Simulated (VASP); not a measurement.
# Cr (P6/mmm) in VASP: a series of runs

Cr is run at these levels: revPBE; tasks: single point.

Program: VASP 6.6.1. These are calculated values, not measurements. Logs are shortened: lines on timing, memory, paths and dates and some standing lists are left out, and cuts for length are marked.

## Step 1: The cell of the first run

The structure is hexagonal, space group P6/mmm (No. 191). The conventional cell has a = 4.197 Å, b = 4.197 Å, c = 2.269 Å, α = 90.00°, β = 90.00°, γ = 120.00°. Within 3.0 Å of Cr (site symmetry 6/mmm) lie 14 Cr at 2.27 to 2.68 Å. Within 3.0 Å of Cr (site symmetry -6m2) lie 11 Cr at 2.27 to 2.68 Å.

This isn't the form of Cr at room conditions, which is bcc.

## Step 2: Single point, revPBE, collinear spin (11.54 Å³/atom)

Contents of INCAR:

```
ALGO = Normal ; EDIFF = 1E-6
ENCUT = 520 ; GGA = RE
ISIF = 2 ; ISMEAR = -1
ISPIN = 2 ; LASPH = T
LCHARG = F ; LMAXMIX = 4
LORBIT = 11 ; LREAL = F
LWAVE = F ; MAGMOM = 0 0.063 0.063
NBANDS = 29 ; NELM = 150
PREC = Accurate ; SIGMA = 0.05
```

Contents of KPOINTS:

```
k-points
0
Gamma
  10 10 15
```

Contents of POSCAR:

```
Cr
1.0
    4.1971322020      0.0000000000      0.0000000000
   -2.0985661010      3.6348231100      0.0000000000
    0.0000000000      0.0000000000      2.2690009313
Cr
3
Direct
    0.0000000000      1.0000000000      0.0000000000
    0.3333333333      0.6666666667      0.5000000000
    0.6666666667      0.3333333333      0.5000000000
```

Potentials or basis: VASP PAW PBE potentials, release 64 (Cr_pv).

Command:

```console
$ cat potpaw_PBE.64/Cr_pv/POTCAR > POTCAR
$ mpirun -np 1 vasp_std > vasp.out
```

OUTCAR:

```text
EDIFF = 1E-6
   ENCUT = 520
   GGA = RE
   ISIF = 2
   ISMEAR = -1
   ISPIN = 2
   LASPH = T
   LORBIT = 11
   LREAL = F
   NELM = 150
   PREC = Accurate

 ion  position               nearest neighbor table
   1  0.000  0.000  0.000-   2 2.68   3 2.68   2 2.68   3 2.68   3 2.68   3 2.68   2 2.68   2 2.68
                             3 2.68   3 2.68   2 2.68   2 2.68
   2  0.333  0.667  0.500-   3 2.42   3 2.42   3 2.42   1 2.68   1 2.68   1 2.68   1 2.68   1 2.68
                             1 2.68
   3  0.667  0.333  0.500-   2 2.42   2 2.42   2 2.42   1 2.68   1 2.68   1 2.68   1 2.68   1 2.68
                             1 2.68

  LATTYP: Found a hexagonal cell.
 ALAT       =     4.1971322020
 C/A-ratio  =     0.5406074486

  Lattice vectors:

 A1 = (   4.1971322020,   0.0000000000,   0.0000000000)
 A2 = (  -2.0985661010,   3.6348231100,   0.0000000000)
 A3 = (   0.0000000000,   0.0000000000,   2.2690009313)

Analysis of symmetry for initial positions (statically):
=====================================================================
 Subroutine PRICEL returns:
 Original cell was already a primitive cell.

 Routine SETGRP: Setting up the symmetry group for a
 hexagonal supercell.

 Subroutine GETGRP returns: Found 24 space group operations
 (whereof 24 operations were pure point group operations)
 out of a pool of 24 trial point group operations.

The static configuration has the point symmetry D_6h.

Analysis of symmetry for dynamics (positions and initial velocities):
=====================================================================
 Subroutine PRICEL returns:
 Original cell was already a primitive cell.

 Routine SETGRP: Setting up the symmetry group for a
 hexagonal supercell.

 Subroutine GETGRP returns: Found 24 space group operations
 (whereof 24 operations were pure point group operations)
 out of a pool of 24 trial point group operations.

The dynamic configuration has the point symmetry D_6h.

Analysis of structural, dynamic, and magnetic symmetry:
=====================================================================
 Subroutine PRICEL returns:
 Original cell was already a primitive cell.

 Routine SETGRP: Setting up the symmetry group for a
 hexagonal supercell.

 Subroutine GETGRP returns: Found 24 space group operations
 (whereof 24 operations were pure point group operations)
 out of a pool of 24 trial point group operations.

The overall configuration has the point symmetry D_6h.

 Subroutine INISYM returns: Found 24 space group operations
 (whereof 24 operations are pure point group operations),
[... 122 lines left out ...]
   LORBIT       =     11    0 simple, 1 ext, 2 COOP (PROOUT), +10 PAW based schemes
   GGA     = RE    functional components
   LHFCALC =     F    Hartree Fock is set to
   AEXX    =    0.0000 exact exchange contribution
   IVDW    =     0    specifies the selected vdW correction
   LEPSILON=     F    determine dielectric tensor
   LRPA    =     F    only Hartree local field effects (RPA)
 spin polarized calculation
  energy-cutoff  :      520.00
  volume of cell :       34.62
 maximum number of plane-waves:       956
 NGX is ok and might be reduce to    32
   NGX = 15   NGY = 15   NGZ =  9

 number of electron      35.9999991 magnetization       0.0600647

 Free energy of the ion-electron system (eV)
  ---------------------------------------------------
  ext. energy  EPLUGINS =         0.00000000
  ---------------------------------------------------
  free energy    TOTEN  =       -26.25553840 eV

  energy without entropy =      -26.20954318  energy(sigma->0) =      -26.23254079

 E-fermi :  11.0009     XC(G=0): -13.5628

 val. band max:       10.9999094877   @ k =   0.2000   0.0000   0.0667
 cond. band min:      11.0039861725   @ k =   0.2000   0.1000   0.3333
 fundamental gap:      0.0040766849
 Fermi energy:        11.0008766122

 spin component 1

 k-point     1 :       0.0000    0.0000    0.0000
  band No.  band energies     occupation
      1     -32.2148      1.00000
      2     -32.2148      1.00000
      3     -32.1728      1.00000
      4     -32.1728      1.00000
      5     -31.6115      1.00000
      6     -31.6115      1.00000
[... 757 lines left out ...]
     28      18.3242      0.00000
     29      18.4908      0.00000

 [... further k-points ...]

 spin component 2

 k-point     1 :       0.0000    0.0000    0.0000
  band No.  band energies     occupation
      1     -32.1812      1.00000
      2     -32.1812      1.00000
      3     -32.1669      1.00000
      4     -32.1669      1.00000
      5     -31.5840      1.00000
      6     -31.5840      1.00000
[... 757 lines left out ...]
     28      18.4934      0.00000
     29      18.5327      0.00000

 [... further k-points ...]

------------------------ aborting loop because EDIFF is reached ----------------------------------------

  FORCE on cell =-STRESS in cart. coord.  units (eV):
  Direction    XX          YY          ZZ          XY          YZ          ZX
  --------------------------------------------------------------------------------------
  -------------------------------------------------------------------------------------
  Total        2.0031127      2.0031127      2.4294358      0.0000000      0.0000000      0.0000000
  in kB       92.7140092     92.7140092    112.4463607      0.0000000      0.0000000      0.0000000
  external PRESSURE =      99.2914597 kB  Pullay stress =       0.0000000 kB

 VOLUME and BASIS-vectors are now :
 -----------------------------------------------------------------------------
  energy-cutoff  :      520.00
  volume of cell :       34.62
      direct lattice vectors                 reciprocal lattice vectors
     4.197132202  0.000000000  0.000000000     0.238257923  0.137558276  0.000000000
    -2.098566101  3.634823110  0.000000000     0.000000000  0.275116552  0.000000000
     0.000000000  0.000000000  2.269000931     0.000000000  0.000000000  0.440722604

 POSITION                                       TOTAL-FORCE (eV/Angst)
 -----------------------------------------------------------------------------------
      0.00000      0.00000      0.00000        -0.000000      0.000000     -0.000000
     -0.00000      2.42322      1.13450         0.000000     -0.000000      0.000000
      2.09857      1.21161      1.13450        -0.000000      0.000000     -0.000000
 -----------------------------------------------------------------------------------
    total drift:                               -0.000000      0.000000      0.000000

  FREE ENERGIE OF THE ION-ELECTRON SYSTEM (eV)
  ---------------------------------------------------
  free  energy   TOTEN  =       -26.2555384034 eV

  energy  without entropy=      -26.2095431815  energy(sigma->0) =      -26.23254079

 total charge

# of ion       s       p       d       tot
------------------------------------------
    1        0.444   6.398   4.227  11.068
    2        0.456   6.378   4.304  11.138
    3        0.456   6.378   4.304  11.138
--------------------------------------------------
tot          1.356  19.153  12.835  33.344

 magnetization (x)

# of ion       s       p       d       tot
------------------------------------------
    1       -0.000  -0.000   0.001   0.000
    2        0.000   0.001   0.027   0.028
    3        0.000   0.001   0.027   0.028
--------------------------------------------------
tot          0.000   0.002   0.055   0.057
```

OSZICAR:

```text
N       E                     dE             d eps       ncg     rms          rms(c)
DAV:   1     0.419730417427E+03    0.41973E+03   -0.19453E+04 13000   0.152E+03
DAV:   2    -0.121364263229E+02   -0.43187E+03   -0.41558E+03 13037   0.464E+02
DAV:   3    -0.301214744798E+02   -0.17985E+02   -0.17598E+02 13867   0.113E+02
DAV:   4    -0.303896777476E+02   -0.26820E+00   -0.26771E+00 17135   0.130E+01
DAV:   5    -0.303945101129E+02   -0.48324E-02   -0.48064E-02 13926   0.177E+00    0.213E+01
DAV:   6    -0.262674310757E+02    0.41271E+01   -0.17975E+01 13952   0.401E+01    0.277E+00
DAV:   7    -0.265696595759E+02   -0.30223E+00   -0.18419E+00 15010   0.133E+01    0.632E+00
DAV:   8    -0.262760300870E+02    0.29363E+00   -0.89998E-01 14545   0.854E+00    0.150E+00
DAV:   9    -0.262573516703E+02    0.18678E-01   -0.54300E-02 14687   0.230E+00    0.457E-01
DAV:  10    -0.262555726810E+02    0.17790E-02   -0.79686E-03 15184   0.765E-01    0.142E-01
DAV:  11    -0.262556023562E+02   -0.29675E-04   -0.78990E-04 15982   0.219E-01    0.953E-02
DAV:  12    -0.262555466142E+02    0.55742E-04   -0.10297E-04 14380   0.890E-02    0.398E-02
DAV:  13    -0.262555385612E+02    0.80531E-05   -0.18312E-05 14909   0.321E-02    0.119E-02
DAV:  14    -0.262555384034E+02    0.15776E-06   -0.15621E-06  9422   0.103E-02
   1 F= -.26255538E+02 E0= -.26232541E+02  d E =-.459952E-01  mag=     0.0574
```

Wall time 3.6 min (1 thread of Intel Xeon 8259CL, shared host); peak memory 0.27 GiB.

Results:

```
Free energy                                           : -26.2555 eV
Pressure                                              : 9.9 GPa
Net moment                                            : 0.06 μB per cell
Site moments                                          : Cr +0.00, +0.03 (each value once) μB
Valence electrons inside the program's atomic spheres : Cr 11.07, 11.14 (each value once)
```

Stress tensor (GPa, compression positive):
```
 9.27  0.00  0.00
 0.00  9.27  0.00
 0.00  0.00 11.24
```

Caveat: the cell stands under pressure; the PAW data sets were made with another functional, which shifts forces and pressure a little.

## Step 3: Single point, revPBE, collinear spin (12.02 Å³/atom)

This run uses another cell than the first one, of 12.02 Å³/atom.

Contents of INCAR:

```
SYSTEM = Cr
ALGO = Normal
EDIFF = 1E-7
ENCUT = 520
GGA = RE
ISIF = 2
ISMEAR = -1
ISPIN = 2
LASPH = .True.
LCHARG = .False.
LMAXMIX = 4
LORBIT = 11
LREAL = .False.
LWAVE = .False.
MAGMOM = 0 0.063 0.063
NBANDS = 29
NELM = 150
PREC = Accurate
SIGMA = 0.05
```

Contents of KPOINTS:

```
k-points
0
Gamma
  10 10 15
  0 0 0
```

Contents of POSCAR:

```
Cr
1.0
    4.2546343091      0.0000000000      0.0000000000
   -2.1273171545      3.6846213955      0.0000000000
    0.0000000000      0.0000000000      2.3000869987
Cr
3
Direct
    0.0000000000      1.0000000000      0.0000000000
    0.3333333333      0.6666666667      0.5000000000
    0.6666666667      0.3333333333      0.5000000000
```

Potentials or basis: VASP PAW PBE potentials, release 64 (Cr_pv).

Command:

```console
$ cat potpaw_PBE.64/Cr_pv/POTCAR > POTCAR
$ mpirun -np 1 vasp_std > vasp.out
```

OUTCAR:

```text
SYSTEM = Cr
   EDIFF = 1E-7
   ENCUT = 520
   GGA = RE
   ISIF = 2
   ISMEAR = -1
   ISPIN = 2
   LASPH = .True.
   LORBIT = 11
   LREAL = .False.
   NELM = 150
   PREC = Accurate

 ion  position               nearest neighbor table
   1  0.000  0.000  0.000-   2 2.71   3 2.71   2 2.71   3 2.71   2 2.71   2 2.71   3 2.71   3 2.71
                             3 2.71   3 2.71   2 2.71   2 2.71
   2  0.333  0.667  0.500-   3 2.46   3 2.46   3 2.46   1 2.71   1 2.71   1 2.71   1 2.71   1 2.71
                             1 2.71
   3  0.667  0.333  0.500-   2 2.46   2 2.46   2 2.46   1 2.71   1 2.71   1 2.71   1 2.71   1 2.71
                             1 2.71

  LATTYP: Found a hexagonal cell.
 ALAT       =     4.2546343091
 C/A-ratio  =     0.5406074486

[... 1761 lines left out ...]
      direct lattice vectors                 reciprocal lattice vectors
     4.254634309  0.000000000  0.000000000     0.235037826  0.135699152  0.000000000
    -2.127317155  3.684621395  0.000000000     0.000000000  0.271398305  0.000000000
     0.000000000  0.000000000  2.300086999     0.000000000  0.000000000  0.434766163

 POSITION                                       TOTAL-FORCE (eV/Angst)
 -----------------------------------------------------------------------------------
      0.00000      0.00000      0.00000         0.000000      0.000000      0.000000
     -0.00000      2.45641      1.15004         0.000000      0.000000     -0.000000
      2.12732      1.22821      1.15004        -0.000000      0.000000      0.000000
 -----------------------------------------------------------------------------------
    total drift:                               -0.000000      0.000000      0.000000

  FREE ENERGIE OF THE ION-ELECTRON SYSTEM (eV)
  ---------------------------------------------------
  free  energy   TOTEN  =       -26.2987887874 eV

  energy  without entropy=      -26.2514178934  energy(sigma->0) =      -26.27510334

 total charge

# of ion       s       p       d       tot
------------------------------------------
    1        0.430   6.373   4.179  10.982
    2        0.442   6.355   4.253  11.050
    3        0.442   6.355   4.253  11.050
--------------------------------------------------
tot          1.313  19.083  12.685  33.082

 magnetization (x)

# of ion       s       p       d       tot
------------------------------------------
    1       -0.001  -0.001  -0.002  -0.005
    2        0.001   0.002   0.065   0.068
    3        0.001   0.002   0.065   0.068
--------------------------------------------------
tot          0.001   0.003   0.127   0.131
```

Run time: 6.3 min. Hardware: 1 thread of Intel Xeon 8259CL, shared host; peak memory 0.27 GiB.

Results:

```yaml
Free_energy: -26.2988 eV
Pressure: -0.1 GPa
Net_moment: 0.13 μB per cell
Site_moments: Cr -0.01, +0.07 (each value once) μB
Valence_electrons_inside_the_program's_atomic_spheres: Cr 10.98, 11.05 (each value once)
```

Caveat: the PAW data sets were made with another functional, which shifts forces and pressure a little.
